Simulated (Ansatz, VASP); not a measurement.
## One calculation of AlAs, two programs

INCAR

```
SYSTEM = AlAs
PREC     = Accurate       ! precision mode
ENCUT    = 500            ! plane-wave cutoff, eV
EDIFF    = 1E-6           ! SCF threshold, eV
ISMEAR   = 0              ! smearing method
SIGMA    = 0.01           ! smearing width, eV
LREAL    = .FALSE.        ! projectors in reciprocal space
LASPH    = .TRUE.         ! aspherical terms in the spheres
NELM     = 120            ! most SCF steps
ALGO     = Normal         ! electronic algorithm
ISIF     = 2              ! what is computed and relaxed
LWAVE    = .FALSE.        ! write WAVECAR
LCHARG   = .FALSE.        ! write CHGCAR
GGA      = PS             ! functional
NBANDS   = 11             ! bands
GGA_COMPAT= .FALSE.
```

File KPOINTS:

```
regular mesh
0
G
  8 8 8
  0 0 0
```

File POSCAR:

```
AlAs
1.0
    0.0000000000      2.8373160829      2.8373160829
    2.8373160829      0.0000000000      2.8373160829
    2.8373160829      2.8373160829      0.0000000000
Al As
1 1
Direct
    0.0000000000      0.0000000000      0.0000000000
    0.2500000000      0.2500000000      0.2500000000
```

Input for Ansatz:

```yaml
crystal:
  lattice:
    - [0.0, 2.8373160829, 2.8373160829]
    - [2.8373160829, 0.0, 2.8373160829]
    - [2.8373160829, 2.8373160829, 0.0]
  atoms:
    - { symbol: Al, position: [0.0, 0.0, 0.0] }
    - { symbol: As, position: [0.25, 0.25, 0.25] }
basis:
  ecutwfc: 600.0
kpoints:
  mp_grid: { grid: [8, 8, 8] }
  band_path:
    path:
      - [0.0, 0.0, 0.0]
      - [0.0, 0.0, 0.0]
      - [0.0, 0.0, 0.0]
      - [0.0, 0.0, 0.0]
      - [0.0, 0.0, 0.0]
      - [0.0, 0.0, 0.0]
      - [0.0, 0.0, 0.0]
      - [0.0, 0.0, 0.0]
      - [0.0, 0.0, 0.0]
      - [0.0, 0.0, 0.0]
      - [0.0, 0.0, 0.0]
      - [0.0, 0.0, 0.0]
      - [0.0, 0.0, 0.0]
      - [0.0, 0.0, 0.0]
      - [0.0, 0.0, 0.0]
      - [0.0, 0.0, 0.0]
      - [0.0, 0.0, 0.0]
      - [0.0, 0.0, 0.0]
      - [0.0, 0.0, 0.0]
      - [0.0, 0.0, 0.0]
      - [0.0, 0.0, 0.0]
      - [0.0, 0.0, 0.0]
      - [0.0, 0.0, 0.0]
      - [0.0, 0.0, 0.0]
      - [0.0, 0.0, 0.0]
      - [0.0, 0.0, 0.0]
      - [0.3, 0.3, 0.0]
      - [0.3166666667, 0.3166666667, 0.0]
      - [0.3333333333, 0.3333333333, 0.0]
      - [0.35, 0.35, 0.0]
      - [0.3666666667, 0.3666666667, 0.0]
      - [0.3833333333, 0.3833333333, 0.0]
      - [0.4, 0.4, 0.0]
      - [0.4166666667, 0.4166666667, 0.0]
      - [0.4333333333, 0.4333333333, 0.0]
      - [0.45, 0.45, 0.0]
      - [0.4666666667, 0.4666666667, 0.0]
      - [0.4833333333, 0.4833333333, 0.0]
      - [0.5, 0.5, 0.0]
      - [0.5, 0.5, 0.5]
      - [0.5, 0.5, 0.5]
      - [0.5, 0.5, 0.5]
      - [0.5, 0.5, 0.5]
      - [0.5, 0.5, 0.5]
      - [0.5, 0.5, 0.5]
      - [0.5, 0.5, 0.5]
      - [0.5, 0.5, 0.5]
      - [0.5, 0.5, 0.5]
      - [0.5, 0.5, 0.5]
      - [0.5, 0.5, 0.5]
      - [0.5, 0.5, 0.5]
      - [0.5, 0.5, 0.5]
    npoints: 1
hamiltonian:
  xc: pbesol
scf:
  occupations: { method: fixed }
  n_extra_bands: 5
output:
  eigenvalues: true
```

Alike in both runs: task single point; functional PBEsol; k mesh 8 × 8 × 8; no spin polarisation.

```csv
,VASP,Ansatz
version,VASP 6.6.1,Ansatz 0.2.0
potentials or method,"VASP PAW PBE potentials, release 64 (Al, As), cutoff 500 eV","scalar-relativistic, plane waves, PAW"
occupations,"gaussian, width 0.01 eV",fixed
valence electrons in the cell,8,18
```

|  | VASP | Ansatz | Ansatz less VASP |
| --- | --- | --- | --- |
| gap on the k mesh at the Fermi level (eV) | 1.33 | 1.34 | +0.011 |
| least direct gap on the mesh (eV) | 1.92 | 1.91 | -0.017 |

VASP's potentials were made for PBE, not for PBEsol. VASP's potentials hold 8 valence electrons a cell and Ansatz's 18, so a difference there can come from the potentials and not from the codes.
